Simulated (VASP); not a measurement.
A run of VASP 6.6.1 is set up as follows.

File INCAR:

```
SYSTEM = EuH4
PREC = Accurate
ENCUT = 520
EDIFF = 1E-6
ISMEAR = 0
SIGMA = 0.1
LREAL = .False.
LASPH = .True.
NELM = 150
ALGO = Normal
ISIF = 2
LWAVE = .False.
LCHARG = .False.
ISPIN = 2
MAGMOM = 6.95 0 0 0 0
LORBIT = 11
LMAXMIX = 6
GGA = PE
NBANDS = 22
```

The input KPOINTS:

```
Automatic mesh
0
Gamma
  12 12 12
  0 0 0
```

The input POSCAR:

```
EuH4
1.0
   -2.2274183384      2.2274183384      2.0692700942
    2.2274183384     -2.2274183384      2.0692700942
    2.2274183384      2.2274183384     -2.0692700942
Eu H
1 4
Direct
    0.0000000000      0.0000000000      0.0000000000
    0.5000000000      0.2621876174      0.7621876174
    0.2621876174      0.5000000000      0.7621876174
    0.5000000000      0.7378123826      0.2378123826
    0.7378123826      0.5000000000      0.2378123826
```

Potentials or basis: VASP PAW PBE potentials, release 64 (Eu, H).

Command:

```console
$ cat potpaw_PBE.64/Eu/POTCAR potpaw_PBE.64/H/POTCAR > POTCAR
$ mpirun -np 1 vasp_std > vasp.out
```

**Question.** Predict the largest force.

**Answer.** 0.005 eV/Å.

**Question.** What does it give for the pressure?

**Answer.** -0.2 GPa.

**Question.** Predict the net moment.

**Answer.** 6.62 μB per cell.

**Question.** Predict the site moments.

**Answer.** Eu +6.38; H -0.01 μB.

Forces on the atoms (eV/Å):
```
Eu   0.000  0.000  0.000
H   -0.005  0.000  0.000
H    0.000 -0.005  0.000
H    0.005  0.000  0.000
H    0.000  0.005  0.000
```

 The state reached can hang on the start; a lower one may exist.
